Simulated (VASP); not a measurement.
A run of VASP 6.6.1:

INCAR

```
SYSTEM = HfH5
  PREC = Accurate
  ENCUT = 520
  EDIFF = 1E-7
  ISMEAR = 0
  SIGMA = 0.1
  LREAL = .False.
  LASPH = .True.
  NELM = 100
  ALGO = Normal
  ISIF = 2
  LWAVE = .False.
  LCHARG = .False.
  GGA = PE
  NBANDS = 16
```

File KPOINTS:

```
regular mesh
0
Gamma
  12 12 12
  0 0 0
```

Contents of POSCAR:

```
HfH5
1.0
    3.5437228822      0.0000000000      0.0000000000
   -1.7718614411      3.0689540400      0.0000000000
    0.0000000000      0.0000000000      3.1156805167
Hf H
1 5
Direct
    0.0000000000      0.0000000000      0.0000000000
    0.0000000000      0.5000000000      0.5000000000
    0.3333333333      0.6666666667      0.0000000000
    0.6666666667      0.3333333333      0.0000000000
    0.5000000000      0.0000000000      0.5000000000
    0.5000000000      0.5000000000      0.5000000000
```

Potentials or basis: VASP PAW PBE potentials, release 64 (Hf_pv, H).

Launch:

```sh
$ cat potpaw_PBE.64/Hf_pv/POTCAR potpaw_PBE.64/H/POTCAR > POTCAR
$ mpirun -np 1 vasp_std > vasp.out
```

Hardware: 1 thread of Intel(R) Xeon(R) Platinum 8259CL CPU @ 2.50GHz (Skylake/Cascade Lake), with other jobs on the host.

Question: How long does it take, and how much memory?

Answer: Run time: 67 s on 1 thread of Intel(R) Xeon(R) Platinum 8259CL CPU @ 2.50GHz (Skylake/Cascade Lake) (shared host), peak memory 0.2 GiB. Counts: scf iterations 14, k points 133.
